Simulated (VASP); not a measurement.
## GaAs: relaxation of cell and atoms with PBE

GaAs:

```xyz
2
Lattice="0.0000 2.8268 2.8268 2.8268 0.0000 2.8268 2.8268 2.8268 0.0000" Properties=species:S:1:pos:R:3 pbc="T T T"
As    4.2403    4.2403    4.2403
Ga    0.0000    0.0000    0.0000
```

```json
{"Program": "VASP 6.6.1", "Task": "relaxation of cell and atoms", "Functional": "PBE", "Potentials or basis": "VASP PAW PBE potentials, release 64 (As, Ga_d)", "Cutoff": "750 eV", "k mesh": "9 × 9 × 9", "Occupations": "gaussian, width 0.03 eV", "Spin": "no spin polarisation", "Tolerance level": "standard", "Purpose": "cell", "Passes": "3", "Further INCAR settings": "ALGO = Normal; EDIFF = 1e-07"}
```

```
Relaxed volume                        : 23.76 Å³/atom
Relaxed cell                          : a = 4.066 Å, b = 4.066 Å, c = 4.066 Å, α = 60.00°, β = 60.00°, γ = 60.00°
Space group after relaxing (to 0.1 Å) : F-43m (No. 216)
Energy gained by relaxing             : 12.2 meV/atom
Ionic steps                           : 5
Pressure after relaxing               : 0.0 GPa
Band gap on the k mesh                : 0.14 eV
```

The path:
```tsv
step	energy change (eV)	largest force (eV/Å)	pressure (GPa)	volume (Å³)
1	0.0000	0.0000	3.47	45.18
2	-0.0209	0.0000	-1.07	48.46
3	-0.0242	0.0000	-0.01	47.53
4	-0.0243	0.0000	0.00	47.53
5	-0.0243	0.0000	0.00	47.53
```

Final structure:
```
As Ga
1.0
     0.00000    2.87505    2.87505
     2.87505    0.00000    2.87505
     2.87505    2.87505    0.00000
As Ga
1 1
Direct
  0.75000 0.75000 0.75000
  0.00000 0.00000 0.00000
```

Levels at points of the mesh, in eV from the valence-band top:
```
           k point  band 7  band 8  band 9  band 10  band 11  band 12
(0.00, 0.00, 0.00)    0.00    0.00    0.00     0.15     3.71     3.71
```

Run time: 5.6 min on 1 thread of AMD EPYC 7R43 64-Core Processor (Zen 3), on a shared host, peak memory 0.2 GiB.

PBE usually gives volumes a little too large and moduli too small. Zero-point motion and thermal expansion aren't in these numbers.
